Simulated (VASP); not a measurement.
ZnGeP2, 8 atoms in the cell. Symmetry: I-42d, No. 122, tetragonal system. The conventional cell has a = 5.447 Å, b = 5.447 Å, c = 10.731 Å, α = 90.00°, β = 90.00°, γ = 90.00°. Within 3.1 Å of Zn (site symmetry -4) lie 4 P at 2.36 Å. Ge (site symmetry -4) has 4 P at 2.33 Å within 3.1 Å. Within 3.1 Å of P (site symmetry 2) lie 2 Ge at 2.33 Å and 2 Zn at 2.36 Å. 

| Property | Result |
| --- | --- |
| Program | VASP 6.6.1 |
| Task | single point |
| Functional | PBE |
| Potentials or basis | VASP PAW PBE potentials, release 64 (Zn, Ge_d, P) |
| Cutoff | 500 eV |
| k mesh | 6 × 6 × 6 |
| Occupations | fermi-dirac, width 0.02 eV |
| Spin | no spin polarisation |
| Dipole correction | no |
| Further INCAR settings | ALGO = Normal; EDIFF = 1e-06; NBANDS = 46 |

Potentials or basis: VASP PAW PBE potentials, release 64 (Zn, Ge_d, P).

The run is started by

```console
$ cat potpaw_PBE.64/Zn/POTCAR potpaw_PBE.64/Ge_d/POTCAR potpaw_PBE.64/P/POTCAR > POTCAR
$ mpirun -np 1 vasp_std > vasp.out
```

Hardware: 1 thread of Intel(R) Xeon(R) Platinum 8488C (Sapphire Rapids), with other jobs on the host.

**Question.** Estimate the wall time of this run.

**Answer.** It took 2.7 min on 1 thread of Intel(R) Xeon(R) Platinum 8488C (Sapphire Rapids), on a shared host, peak memory 0.42 GiB. Counts: scf iterations 15, k points 30.
